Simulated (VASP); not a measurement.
# NaCl (Fm-3m) in VASP: a series of runs, part 2 of 2

VASP 6.6.1. Earlier steps stand in the parts before.

## 3. Single point, PBE (volume scaled by 0.94)

Contents of INCAR:

```
ALGO = Normal
EDIFF = 1E-6
ENCUT = 520
GGA = PE
ISIF = 2
ISMEAR = -1
LASPH = True
LCHARG = False
LREAL = False
LWAVE = False
NBANDS = 14
NELM = 80
PREC = Accurate
SIGMA = 0.05
```

Contents of KPOINTS:

```
k-points
0
Gamma
  8 8 8
```

Contents of POSCAR:

```
NaCl
1.0
    0.0000000000      2.7370255149      2.7370255149
    2.7370255149      0.0000000000      2.7370255149
    2.7370255149      2.7370255149      0.0000000000
Cl Na
1 1
Direct
    0.5000000000      0.5000000000      0.5000000000
    0.0000000000      0.0000000000      0.0000000000
```

Potentials or basis: VASP PAW PBE potentials, release 64 (Cl, Na_pv).

Launch:

```sh
$ cat potpaw_PBE.64/Cl/POTCAR potpaw_PBE.64/Na_pv/POTCAR > POTCAR
$ mpirun -np 1 vasp_std > vasp.out
```

Wall time 14 s (1 thread of Intel Xeon Platinum 8259CL at 2.50GHz (Skylake/Cascade Lake), shared host); peak memory 0.16 GiB.

It converged, with:

```
Free energy            : -6.7233 eV
Pressure               : 3.7 GPa
Band gap on the k mesh : 5.48 eV, direct
```

Levels at points of the mesh, in eV from the valence-band top:
```tsv
k point	band 5	band 6	band 7	band 8	band 9	band 10
(0.00, 0.00, 0.00)	0.00	0.00	0.00	5.48	11.20	11.20
(0.50, 0.00, 0.00)	-2.21	-0.32	-0.32	7.43	11.19	11.19
(0.50, 0.50, 0.00)	-1.91	-0.69	-0.69	7.80	7.99	11.98
```

## 4. Single point, PBE (volume scaled by 0.96)

Contents of INCAR:

```
  PREC = Accurate
  ENCUT = 520
  EDIFF = 1E-7
  ISMEAR = -1
  SIGMA = 0.05
  LREAL = False
  LASPH = True
  NELM = 80
  ALGO = Normal
  ISIF = 2
  LWAVE = False
  LCHARG = False
  GGA = PE
  NBANDS = 14
```

Contents of KPOINTS:

```
Automatic mesh
0
Gamma
  8 8 8
```

Contents of POSCAR:

```
NaCl
1.0
    0.0000000000      2.7563009776      2.7563009776
    2.7563009776      0.0000000000      2.7563009776
    2.7563009776      2.7563009776      0.0000000000
Cl Na
1 1
Direct
    0.5000000000      0.5000000000      0.5000000000
    0.0000000000      0.0000000000      0.0000000000
```

Potentials or basis: VASP PAW PBE potentials, release 64 (Cl, Na_pv).

Launch:

```sh
$ cat potpaw_PBE.64/Cl/POTCAR potpaw_PBE.64/Na_pv/POTCAR > POTCAR
$ mpirun -np 1 vasp_std > vasp.out
```

OUTCAR:

```text
PREC = Accurate
   ENCUT = 520
   EDIFF = 1E-7
   ISMEAR = -1
   LREAL = False
   LASPH = True
   NELM = 80
   ISIF = 2
   GGA = PE

 ion  position               nearest neighbor table
   1  0.500  0.500  0.500-
   2  0.000  0.000  0.000-

  LATTYP: Found a face centered cubic cell.
 ALAT       =     5.5126019552

  Lattice vectors:

[... 590 lines left out ...]
     13      15.7584      0.00000
     14      16.7312      0.00000

 [... further k-points ...]

------------------------ aborting loop because EDIFF is reached ----------------------------------------

  FORCE on cell =-STRESS in cart. coord.  units (eV):
  Direction    XX          YY          ZZ          XY          YZ          ZX
  --------------------------------------------------------------------------------------
  -------------------------------------------------------------------------------------
  Total        0.7554103      0.7554103      0.7554103     -0.0000000      0.0000000      0.0000000
  in kB       28.8990514     28.8990514     28.8990514     -0.0000000      0.0000000      0.0000000
  external PRESSURE =      28.8990514 kB  Pullay stress =       0.0000000 kB

 VOLUME and BASIS-vectors are now :
 -----------------------------------------------------------------------------
  energy-cutoff  :      520.00
  volume of cell :       41.88
      direct lattice vectors                 reciprocal lattice vectors
     0.000000000  2.756300978  2.756300978    -0.181402541  0.181402541  0.181402541
     2.756300978  0.000000000  2.756300978     0.181402541 -0.181402541  0.181402541
     2.756300978  2.756300978  0.000000000     0.181402541  0.181402541 -0.181402541

 POSITION                                       TOTAL-FORCE (eV/Angst)
 -----------------------------------------------------------------------------------
      2.75630      2.75630      2.75630        -0.000000     -0.000000     -0.000000
      0.00000      0.00000      0.00000         0.000000      0.000000      0.000000
 -----------------------------------------------------------------------------------
    total drift:                               -0.000000      0.000000      0.000000

  FREE ENERGIE OF THE ION-ELECTRON SYSTEM (eV)
  ---------------------------------------------------
  free  energy   TOTEN  =        -6.7414979454 eV

  energy  without entropy=       -6.7414979454  energy(sigma->0) =       -6.74149795
```

OSZICAR:

```text
N       E                     dE             d eps       ncg     rms          rms(c)
DAV:   1     0.105051533633E+03    0.10505E+03   -0.70150E+03   818   0.101E+03
DAV:   2     0.128782921039E+01   -0.10376E+03   -0.95907E+02   918   0.284E+02
DAV:   3    -0.680178458048E+01   -0.80896E+01   -0.80538E+01  1034   0.729E+01
DAV:   4    -0.692609658848E+01   -0.12431E+00   -0.12427E+00   944   0.980E+00
DAV:   5    -0.692885780391E+01   -0.27612E-02   -0.27611E-02  1062   0.146E+00    0.218E+00
DAV:   6    -0.674793944244E+01    0.18092E+00   -0.29081E-01   994   0.328E+00    0.164E+00
DAV:   7    -0.673638060229E+01    0.11559E-01   -0.80274E-02  1092   0.169E+00    0.112E+00
DAV:   8    -0.674153641244E+01   -0.51558E-02   -0.92559E-03   914   0.852E-01    0.310E-01
DAV:   9    -0.674141206695E+01    0.12435E-03   -0.21541E-04  1016   0.117E-01    0.155E-01
DAV:  10    -0.674150477647E+01   -0.92710E-04   -0.24611E-04   926   0.136E-01    0.544E-02
DAV:  11    -0.674149736086E+01    0.74156E-05   -0.15706E-05  1040   0.406E-02    0.104E-02
DAV:  12    -0.674149770737E+01   -0.34651E-06   -0.16802E-06   962   0.134E-02    0.129E-03
DAV:  13    -0.674149813676E+01   -0.42939E-06   -0.22324E-07   956   0.320E-03    0.353E-03
DAV:  14    -0.674149793876E+01    0.19800E-06   -0.49075E-08   706   0.139E-03    0.331E-04
DAV:  15    -0.674149794544E+01   -0.66746E-08   -0.32504E-09   520   0.539E-04
   1 F= -.67414979E+01 E0= -.67414979E+01  d E =-.349913E-10
```

It took 19 s on 1 thread of Intel Xeon Platinum 8259CL at 2.50GHz (Skylake/Cascade Lake), shared host; peak memory 0.16 GiB.

Results:

* Free energy: -6.7415 eV
* Pressure: 2.9 GPa
* Band gap on the k mesh: 5.39 eV, direct

Levels at points of the mesh, in eV from the valence-band top:
```tsv
k point	band 4	band 5	band 6	band 7	band 8	band 9	band 10	band 11
(0.00, 0.00, 0.00)	-12.82	0.00	0.00	0.00	5.39	11.18	11.18	11.18
(0.50, 0.00, 0.00)	-12.41	-2.14	-0.30	-0.30	7.39	11.14	11.14	11.20
(0.50, 0.50, 0.00)	-12.36	-1.85	-0.66	-0.66	7.74	8.01	11.82	15.41
```

## 5. Single point, PBE (volume scaled by 0.98)

Contents of INCAR:

```
SYSTEM = NaCl
ALGO = Normal ; EDIFF = 1E-6
ENCUT = 520 ; GGA = PE
ISIF = 2 ; ISMEAR = -1
LASPH = .TRUE. ; LCHARG = .FALSE.
LREAL = .FALSE. ; LWAVE = .FALSE.
NBANDS = 14 ; NELM = 80
PREC = Accurate ; SIGMA = 0.05
```

Contents of KPOINTS:

```
k-points
0
G
  8 8 8
  0 0 0
```

Contents of POSCAR:

```
NaCl
1.0
    0.0000000000      2.7753105505      2.7753105505
    2.7753105505      0.0000000000      2.7753105505
    2.7753105505      2.7753105505      0.0000000000
Cl Na
1 1
Direct
    0.5000000000      0.5000000000      0.5000000000
    0.0000000000      0.0000000000      0.0000000000
```

Potentials or basis: VASP PAW PBE potentials, release 64 (Cl, Na_pv).

Launch:

```sh
$ cat potpaw_PBE.64/Cl/POTCAR potpaw_PBE.64/Na_pv/POTCAR > POTCAR
$ mpirun -np 1 vasp_std > vasp.out
```

OUTCAR:

```text
SYSTEM = NaCl
   EDIFF = 1E-6
   ENCUT = 520
   GGA = PE
   ISIF = 2
   ISMEAR = -1
   LASPH = .TRUE.
   LREAL = .FALSE.
   NELM = 80
   PREC = Accurate

 ion  position               nearest neighbor table
   1  0.500  0.500  0.500-
   2  0.000  0.000  0.000-

  LATTYP: Found a face centered cubic cell.
 ALAT       =     5.5506211010

  Lattice vectors:

 A1 = (   0.0000000000,   2.7753105505,   2.7753105505)
 A2 = (   2.7753105505,   0.0000000000,   2.7753105505)
[... 593 lines left out ...]
------------------------ aborting loop because EDIFF is reached ----------------------------------------

  FORCE on cell =-STRESS in cart. coord.  units (eV):
  Direction    XX          YY          ZZ          XY          YZ          ZX
  --------------------------------------------------------------------------------------
  -------------------------------------------------------------------------------------
  Total        0.5791913      0.5791913      0.5791913      0.0000000      0.0000000      0.0000000
  in kB       21.7054016     21.7054016     21.7054016      0.0000000      0.0000000      0.0000000
  external PRESSURE =      21.7054016 kB  Pullay stress =       0.0000000 kB

 VOLUME and BASIS-vectors are now :
 -----------------------------------------------------------------------------
  energy-cutoff  :      520.00
  volume of cell :       42.75
      direct lattice vectors                 reciprocal lattice vectors
     0.000000000  2.775310550  2.775310550    -0.180160018  0.180160018  0.180160018
     2.775310550  0.000000000  2.775310550     0.180160018 -0.180160018  0.180160018
     2.775310550  2.775310550  0.000000000     0.180160018  0.180160018 -0.180160018

 POSITION                                       TOTAL-FORCE (eV/Angst)
 -----------------------------------------------------------------------------------
      2.77531      2.77531      2.77531         0.000000     -0.000000      0.000000
      0.00000      0.00000      0.00000         0.000000      0.000000      0.000000
 -----------------------------------------------------------------------------------
    total drift:                               -0.000000      0.000000      0.000000

  FREE ENERGIE OF THE ION-ELECTRON SYSTEM (eV)
  ---------------------------------------------------
  free  energy   TOTEN  =        -6.7555318057 eV

  energy  without entropy=       -6.7555318057  energy(sigma->0) =       -6.75553181
```

It took 15 s on 1 thread of Intel Xeon Platinum 8259CL at 2.50GHz (Skylake/Cascade Lake), shared host; peak memory 0.16 GiB.

What came out:

```yaml
Free_energy: -6.7555 eV
Pressure: 2.2 GPa
Band_gap_on_the_k_mesh: 5.30 eV, direct
```

Levels at points of the mesh, in eV from the valence-band top:
| k point | band 4 | band 5 | band 6 | band 7 | band 8 | band 9 | band 10 | band 11 |
| --- | --- | --- | --- | --- | --- | --- | --- | --- |
| (0.00, 0.00, 0.00) | -12.77 | 0.00 | 0.00 | 0.00 | 5.30 | 11.17 | 11.17 | 11.17 |
| (0.50, 0.00, 0.00) | -12.38 | -2.07 | -0.29 | -0.29 | 7.36 | 11.02 | 11.09 | 11.09 |
| (0.50, 0.50, 0.00) | -12.33 | -1.79 | -0.64 | -0.64 | 7.68 | 8.03 | 11.67 | 15.21 |

## 6. Overview

```csv
cell,k mesh,gap on the mesh (eV),pressure (GPa)
"a = 3.951 Å, angles 60.0°, 2 atoms",6 × 6 × 6,5.22,1.5
"a = 3.871 Å, angles 60.0°, 2 atoms",8 × 8 × 8,5.48,3.7
"a = 3.898 Å, angles 60.0°, 2 atoms",8 × 8 × 8,5.39,2.9
"a = 3.925 Å, angles 60.0°, 2 atoms",8 × 8 × 8,5.30,2.2
```

Alike in all rows: task single point; level PBE; potentials or basis VASP PAW PBE potentials, release 64 (Cl, Na_pv); no spin polarisation; cutoff (eV) 520; smearing fermi-dirac 0.05 eV.

Total energies depend on the potentials used, so only differences within one code and one set of settings carry meaning.
